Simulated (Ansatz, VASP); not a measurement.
One calculation of Pt, two programs

```xyz
2
Lattice="1.3741 -2.3807 0.0000 1.3741 2.3807 0.0000 0.0000 0.0000 4.7155" Properties=species:S:1:pos:R:3 pbc="T T T"
Pt    1.3741   -0.7832    1.1789
Pt    1.3741    0.7832    3.5366
```

Alike in both runs: functional r2SCAN; k mesh 8 × 8 × 4; occupations gaussian, width 0.1 eV; no spin polarisation.

Ansatz relaxed the structure, and its values are those at the end. VASP's run is a single point on that final structure, the one shown.

|  | VASP | Ansatz |
| --- | --- | --- |
| version | VASP 6.6.1 | Ansatz 0.2.0 |
| potentials or method | VASP PAW PBE potentials, release 64 (Pt), cutoff 520 eV | scalar-relativistic, plane waves, PAW |
| valence electrons in the cell | 20 | 36 |

|  | VASP | Ansatz | Ansatz less VASP |
| --- | --- | --- | --- |
| gap on the k mesh at the Fermi level (eV) | none | none | - |
| pressure (GPa) | 0.4 | -0.3 | -0.67 |

VASP's potentials were made for PBE, not for r2SCAN. A gap of «none» marks a metal or a gap that the smearing closes. The functional is the same, so the differences come from potentials, cutoffs and numerics. VASP's potentials hold 20 valence electrons a cell and Ansatz's 36, so a difference there can come from the potentials and not from the codes.

Neither program's run includes spin-orbit coupling.
